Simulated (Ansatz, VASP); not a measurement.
Two plane-wave programs on HfO2

The input INCAR:

```
SYSTEM = HfO2
PREC = Accurate
ENCUT = 520
EDIFF = 1E-7
ISMEAR = 1
SIGMA = 0.5
LREAL = .False.
LASPH = .True.
NELM = 100
ALGO = Normal
ISIF = 2
LWAVE = .False.
LCHARG = .False.
GGA = PS
NBANDS = 31
```

KPOINTS

```
Automatic mesh
0
Gamma
  6 6 4
  0 0 0
```

The input POSCAR:

```
HfO2
1.0
    3.5766926572      0.0000000000      0.0000000000
    0.0000000000      3.5766926572      0.0000000000
    0.0000000000      0.0000000000      5.2022243025
Hf O
2 4
Direct
    0.5000000000      0.5000000000      0.5000000000
    0.0000000000      0.0000000000      0.0000000000
    0.0000000000      0.5000000000      0.6962101214
    0.5000000000      0.0000000000      0.8037898786
    0.5000000000      0.0000000000      0.3037898786
    0.0000000000      0.5000000000      0.1962101214
```

Input for Ansatz:

```yaml
crystal:
  lattice:
    - [3.5766926572, 0.0, 0.0]
    - [0.0, 3.5766926572, 0.0]
    - [0.0, 0.0, 5.2022243025]
  atoms:
    - { symbol: Hf, position: [0.5, 0.5, 0.5] }
    - { symbol: Hf, position: [0.0, 0.0, 0.0] }
    - { symbol: O, position: [0.0, 0.5, 0.6962101214] }
    - { symbol: O, position: [0.5, 0.0, 0.8037898786] }
    - { symbol: O, position: [0.5, 0.0, 0.3037898786] }
    - { symbol: O, position: [0.0, 0.5, 0.1962101214] }
kpoints:
  mp_grid: { grid: [6, 6, 4] }
hamiltonian:
  xc: pbesol
scf:
  occupations: { method: methfessel_paxton, width: 0.5 }
  n_extra_bands: 5
output:
  forces: true
  stress: true
  eigenvalues: true
```

Alike in both runs: task single point; functional PBEsol; k mesh 6 × 6 × 4; occupations methfessel-paxton of order 1, width 0.5 eV; no spin polarisation.

|  | VASP | Ansatz |
| --- | --- | --- |
| version | VASP 6.6.1 | Ansatz 0.2.0 |
| potentials or method | VASP PAW PBE potentials, release 64 (Hf_pv, O) | plane waves |
| plane-wave cutoff (eV) | 520 | 420 |
| valence electrons in the cell | 44 | 76 |

|  | VASP | Ansatz | Ansatz less VASP |
| --- | --- | --- | --- |
| pressure (GPa) | -5.2 | -2.0 | +3.22 |
| traceless stress, the component that is largest in VASP (GPa) | -0.63 | -0.08 | +0.547 |
| rms of the force components (eV/Å) | 0.013 | 0.014 | +0.0008 |

VASP's potentials were made for PBE, not for PBEsol. Atom by atom the forces differ by 0.026 eV/Å (rms over components). VASP's potentials hold 44 valence electrons a cell and Ansatz's 76, so a difference there can come from the potentials and not from the codes.

Spin-orbit coupling is off throughout.
